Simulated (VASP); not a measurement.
# Sn (I4_1/amd) in VASP: vibrations by perturbation theory with PBE

Aim: the vibrations by perturbation theory of Sn with PBE.

All numbers are computed with VASP 6.6.1; they aren't measurements. Logs are shortened: lines on timing, memory, paths and dates and some standing lists are left out, and cuts for length are marked.

## (1) The cell of the first run

The structure is tetragonal, space group I4_1/amd (No. 141). Conventional cell: a = 5.839 Å, b = 5.839 Å, c = 3.188 Å, α = 90.00°, β = 90.00°, γ = 90.00°. Within 4.0 Å of Sn (site symmetry -4m2) lie 10 Sn at 3.03 to 3.77 Å.

## (2) Vibrations by perturbation theory, PBE

File INCAR:

```
SYSTEM = Sn
ALGO = Normal ; EDIFF = 1E-8
ENCUT = 520 ; GGA = PE
IBRION = 8 ; ISIF = 2
ISMEAR = -1 ; LASPH = .True.
LCHARG = .False. ; LREAL = .False.
LWAVE = .False. ; NBANDS = 21
NELM = 60 ; NSW = 1
PREC = Accurate ; SIGMA = 0.1
```

File KPOINTS:

```
k-points
0
Gamma
  6 6 6
  0 0 0
```

File POSCAR:

```
Sn
1.0
   -2.9196440700      2.9196440700      1.5938000000
    2.9196440700     -2.9196440700      1.5938000000
    2.9196440700      2.9196440700     -1.5938000000
Sn
2
Direct
    0.0000000000      0.0000000000      0.0000000000
    0.7500000000      0.2500000000      0.5000000000
```

Potentials or basis: VASP PAW PBE potentials, release 64 (Sn_d).

Started as:

```
$ cat potpaw_PBE.64/Sn_d/POTCAR > POTCAR
$ mpirun -np 1 vasp_std > vasp.out
```

OUTCAR:

```text
SYSTEM = Sn
   EDIFF = 1E-8
   ENCUT = 520
   GGA = PE
   IBRION = 8
   ISIF = 2
   ISMEAR = -1
   LASPH = .True.
   LREAL = .False.
   NELM = 60
   NSW = 1
   PREC = Accurate

 ion  position               nearest neighbor table
   1  0.000  0.000  0.000-   2 3.03   2 3.03   2 3.03   2 3.03
   2  0.750  0.250  0.500-   1 3.03   1 3.03   1 3.03   1 3.03

  LATTYP: Found a body centered tetragonal cell.
 ALAT       =     5.8392881400
 C/A-ratio  =     0.5458884582

  Lattice vectors:

 A1 = (  -2.9196440700,   2.9196440700,   1.5938000000)
 A2 = (   2.9196440700,  -2.9196440700,   1.5938000000)
 A3 = (   2.9196440700,   2.9196440700,  -1.5938000000)

Analysis of symmetry for initial positions (statically):
=====================================================================
 Subroutine PRICEL returns:
 Original cell was already a primitive cell.

 Routine SETGRP: Setting up the symmetry group for a
 body centered tetragonal supercell.

 Subroutine GETGRP returns: Found 16 space group operations
 (whereof  8 operations were pure point group operations)
 out of a pool of 16 trial point group operations.

The static configuration has the point symmetry D_2d.
 The point group associated with its full space group is D_4h.

Analysis of symmetry for dynamics (positions and initial velocities):
=====================================================================
 Subroutine PRICEL returns:
 Original cell was already a primitive cell.

 Routine SETGRP: Setting up the symmetry group for a
 body centered tetragonal supercell.

 Subroutine GETGRP returns: Found 16 space group operations
 (whereof  8 operations were pure point group operations)
 out of a pool of 16 trial point group operations.

The dynamic configuration has the point symmetry D_2d.
 The point group associated with its full space group is D_4h.

[... 740 lines left out ...]
  in kB       30.9282913     30.9282913     10.4512105      0.0000000     -0.0000000      0.0000000
  external PRESSURE =      24.1025977 kB  Pullay stress =       0.0000000 kB

 VOLUME and BASIS-vectors are now :
 -----------------------------------------------------------------------------
  energy-cutoff  :      520.00
  volume of cell :       54.34
      direct lattice vectors                 reciprocal lattice vectors
    -2.919644070  2.919644070  1.593800000     0.000000000  0.171253751  0.313715648
     2.919644070 -2.919644070  1.593800000     0.171253751  0.000000000  0.313715648
     2.919644070  2.919644070 -1.593800000     0.171253751  0.171253751  0.000000000

 POSITION                                       TOTAL-FORCE (eV/Angst)
 -----------------------------------------------------------------------------------
      0.00000      0.00000      0.00000         0.000000     -0.000000     -0.000000
      0.00000      2.91964      0.79690        -0.000000      0.000000      0.000000
 -----------------------------------------------------------------------------------
    total drift:                               -0.000000      0.000000     -0.000000

  FREE ENERGIE OF THE ION-ELECTRON SYSTEM (eV)
  ---------------------------------------------------
  free  energy   TOTEN  =        -7.5988327745 eV

  energy  without entropy=       -7.5599338925  energy(sigma->0) =       -7.57938333

[... ionic steps 2 to 3 ...]

--------------------------------------- Ionic step        4  -------------------------------------------

------------------------ aborting loop because EDIFF is reached ----------------------------------------

[... ionic steps 5 to 5 ...]

--------------------------------------- Ionic step        6  -------------------------------------------

 Free energy of the ion-electron system (eV)
  ---------------------------------------------------
  ---------------------------------------------------
  free energy    TOTEN  =        -0.21001477 eV

  energy without entropy =       -0.21001477

------------------------ aborting loop because EDIFF is reached ----------------------------------------

 INTERNAL STRAIN TENSOR  FOR ION    1  DIRECTION 3   (eV/Angst):
 -----------------------------------------------------------------------------
    -2.50430  0.00000  0.00000
     0.00000  2.49917  0.00000
     0.00000  0.00000  0.00116

 INTERNAL STRAIN TENSOR FOR ION    2 for displacements in x,y,z  (eV/Angst):
          X           Y           Z          XY          YZ          ZX
  --------------------------------------------------------------------------------
  x     0.00000     0.00000     0.00000     0.00000     0.00000     1.44846
  y     0.00000     0.00000     0.00000     0.00000    -1.29793     0.00000
  z     2.50173    -2.50173     0.00000     0.00000     0.00000     0.00000

 SECOND DERIVATIVES (NOT SYMMETRIZED)
 ------------------------------------
               1X          1Y          1Z          2X          2Y          2Z
  1X    -3.667621    0.000000    0.000000    3.667621    0.000000    0.000000
  1Y     0.000000   -3.667621    0.000000    0.000000    3.667621    0.000000
  1Z     0.000000    0.000000   -0.405647    0.000000    0.000000    0.405647
  2X     3.667621    0.000000    0.000000   -3.667621    0.000000    0.000000
  2Y     0.000000    3.667621    0.000000    0.000000   -3.667621    0.000000
  2Z     0.000000    0.000000    0.405647    0.000000    0.000000   -0.405647

 Eigenvectors and eigenvalues of the dynamical matrix
 ----------------------------------------------------

   1 f  =    3.886103 THz    24.417104 2PiTHz  129.626436 cm-1    16.071623 meV
             X         Y         Z           dx          dy          dz
      0.000000  0.000000  0.000000    -0.692609    0.142455    0.000000
      0.000000  2.919644  0.796900     0.692609   -0.142455   -0.000000
[... 21 lines left out ...]
   6 f  =    0.000000 THz     0.000000 2PiTHz    0.000001 cm-1     0.000000 meV
             X         Y         Z           dx          dy          dz
      0.000000  0.000000  0.000000    -0.578167    0.332141    0.235384
      0.000000  2.919644  0.796900    -0.578167    0.332141    0.235384

--------------------------------------------------------------------------------------------------------

 ELASTIC MODULI CONTR FROM IONIC RELAXATION (kBar)
 Direction    XX          YY          ZZ          XY          YZ          ZX
 --------------------------------------------------------------------------------
 XX        -454.8735    454.8735      0.0000      0.0000      0.0000     -0.0000
 YY         454.8735   -454.8735      0.0000      0.0000     -0.0000      0.0000
 ZZ           0.0000      0.0000      0.0000      0.0000      0.0000      0.0000
 XY           0.0000      0.0000      0.0000      0.0000      0.0000      0.0000
 YZ           0.0000     -0.0000      0.0000      0.0000    -13.5417     -0.0000
 ZX          -0.0000      0.0000      0.0000      0.0000     -0.0000    -16.8649
 --------------------------------------------------------------------------------
```

OSZICAR:

```text
N       E                     dE             d eps       ncg     rms          rms(c)
DAV:   1     0.222407418775E+03    0.22241E+03   -0.14449E+04  1265   0.208E+03
DAV:   2     0.150462512173E+02   -0.20736E+03   -0.20311E+03  1265   0.452E+02
DAV:   3    -0.691463437266E+01   -0.21961E+02   -0.21808E+02  1493   0.134E+02
DAV:   4    -0.759153033089E+01   -0.67690E+00   -0.67661E+00  1410   0.260E+01
[... 51 lines left out ...]
RMM:  11    -0.210014847365E+00    0.60401E-07    0.32307E-08  3847   0.126E-04    0.135E-05
RMM:  12    -0.210014800314E+00    0.47051E-07    0.24465E-08  3837   0.901E-05    0.316E-06
RMM:  13    -0.210014776615E+00    0.23699E-07    0.16175E-08  3733   0.730E-05    0.958E-07
RMM:  14    -0.210014767461E+00    0.91542E-08    0.79050E-09  3212   0.639E-05    0.559E-07
 Linear response finished
```

stdout:

```text
POSCAR found type information on POSCAR Sn
 POSCAR found :  1 types and       2 ions
 scaLAPACK will be used
 LDA part: xc-table for (Slater+PW92), standard interpolation
 POSCAR, INCAR and KPOINTS ok, starting setup
 FFT: planning ... GRIDC
 FFT: planning ... GRID_SOFT
 FFT: planning ... GRID
 WAVECAR not read
 entering main loop
 Linear response reoptimize wavefunctions to high precision
 Linear response DOF=           2
 Linear response progress:
 first order change of Fermi-energy   0.22257E-04
 force on displaced ion       1 direction 1 :  -3.668   0.000   0.000
 Linear response progress:
 first order change of Fermi-energy  -0.35064E-04
 force on displaced ion       1 direction 3 :  -0.000  -0.000  -0.406
 Linear response finished
```

It took 2.5 min on 1 thread of Intel Xeon 6975P-C (Granite Rapids), shared host; peak memory 0.32 GiB.

What came out:

* Highest phonon frequency at Γ: 130 cm⁻¹

Phonon frequencies in cm⁻¹ (negative: imaginary):
| q point | frequencies |
| --- | --- |
| (0.000, 0.000, 0.000) | 0 0 0 43 130 130 |

Caveat: the k points lie up to 0.37 Å⁻¹ apart; the cell wasn't relaxed at this level first, which shifts response properties; spin-orbit coupling is left out, which moves the levels of the heavy elements.
